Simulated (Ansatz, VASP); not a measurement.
WS in VASP and in Ansatz

```
W S
1.0
     0.00000    2.53787    2.53787
     2.53787    0.00000    2.53787
     2.53787    2.53787    0.00000
W S
1 1
Cartesian
  0.0000 0.0000 0.0000
  2.5379 2.5379 2.5379
```

Alike in both runs: functional r2SCAN; k mesh 14 × 14 × 14; occupations gaussian, width 0.1 eV; no spin polarisation; Hubbard terms W d U = 6.2 eV.

Ansatz relaxed the structure, and its values are those at the end. VASP's run is a single point on that final structure, the one shown.

|  | VASP | Ansatz |
| --- | --- | --- |
| version | VASP 6.6.1 | Ansatz 0.2.0 |
| potentials or method | VASP PAW PBE potentials, release 64 (W_sv, S), cutoff 520 eV | scalar-relativistic, plane waves, PAW |
| valence electrons in the cell | 20 | 20 |

Ansatz gave:

| Item | Value |
| --- | --- |
| gap on the k mesh at the Fermi level (eV) | none |
| pressure (GPa) | 0.0 |

Which values does VASP return?

gap on the k mesh at the Fermi level (eV): none; pressure (GPa): -1.3.

VASP's potentials were made for PBE, not for r2SCAN. The programs project onto different local orbitals, so the same U acts differently, and such runs can settle in different states. A gap of «none» marks a metal or a gap that the smearing closes. Ansatz's warnings: filled band counts differ across k points.

Spin-orbit coupling is off throughout.
